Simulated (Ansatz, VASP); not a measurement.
## Two plane-wave programs on Hf2S

The input INCAR:

```
PREC = Accurate
ENCUT = 600
EDIFF = 1E-6
ISMEAR = 0
SIGMA = 0.1
LREAL = False
LASPH = True
NELM = 100
ALGO = Normal
ISIF = 3
LWAVE = False
LCHARG = False
GGA = PS
IBRION = 2
NSW = 100
EDIFFG = -0.005
```

KPOINTS

```
Automatic mesh
0
Gamma
  12 12 4
```

POSCAR

```
Hf2S
1.0
    3.3742737662      0.0000000000      0.0000000000
   -1.6871368831      2.9222068008      0.0000000000
    0.0000000000      0.0000000000     11.7174070300
Hf S
4 2
Direct
    0.6666666700      0.3333333300      0.8998116400
    0.3333333300      0.6666666700      0.3998116400
    0.6666666700      0.3333333300      0.6001883600
    0.3333333300      0.6666666700      0.1001883600
    0.0000000000      0.0000000000      0.7500000000
    0.0000000000      0.0000000000      0.2500000000
```

Input for Ansatz:

```yaml
crystal:
  lattice:
    - [3.3742737662, 0.0, 0.0]
    - [-1.6871368831, 2.9222068008, 0.0]
    - [0.0, 0.0, 11.71740703]
  atoms:
    - { symbol: Hf, position: [0.66666667, 0.33333333, 0.89981164] }
    - { symbol: Hf, position: [0.33333333, 0.66666667, 0.39981164] }
    - { symbol: Hf, position: [0.66666667, 0.33333333, 0.60018836] }
    - { symbol: Hf, position: [0.33333333, 0.66666667, 0.10018836] }
    - { symbol: S, position: [0.0, 0.0, 0.75] }
    - { symbol: S, position: [0.0, 0.0, 0.25] }
basis:
  ecutwfc: 420
kpoints:
  mp_grid: { grid: [12, 12, 4] }
hamiltonian:
  xc: pbesol
scf:
  occupations: { method: gaussian, width: 0.1 }
output:
  forces: true
  stress: true
  eigenvalues: true
relax:
  adjacent_minimum: "off"
  f_tol: 0.005
  max_steps: 80
  cell: { stress_tol: 0.05 }
```

Alike in both runs: task relaxation of cell and atoms; functional PBEsol; k mesh 12 × 12 × 4; occupations gaussian, width 0.1 eV; no spin polarisation.

|  | VASP | Ansatz |
| --- | --- | --- |
| version | VASP 6.6.1 | Ansatz 0.2.0 |
| potentials or method | VASP PAW PBE potentials, release 64 (Hf_pv, S), cutoff 600 eV | scalar-relativistic, plane waves, PAW |
| valence electrons in the cell | 52 | 116 |

```csv
,VASP,Ansatz,Ansatz less VASP
"gap on the k mesh at the Fermi level, each at its own relaxed structure (eV)",none,none,-
relaxed volume (Å³/atom),18.80,18.85,+0.052
relaxed length of the cell vector where the two differ most in proportion (Å),3.343,3.347,+0.0035
```

VASP's potentials were made for PBE, not for PBEsol. A gap of «none» marks a metal or a gap that the smearing closes. VASP's potentials hold 52 valence electrons a cell and Ansatz's 116, so a difference there can come from the potentials and not from the codes.

Neither program's run includes spin-orbit coupling.
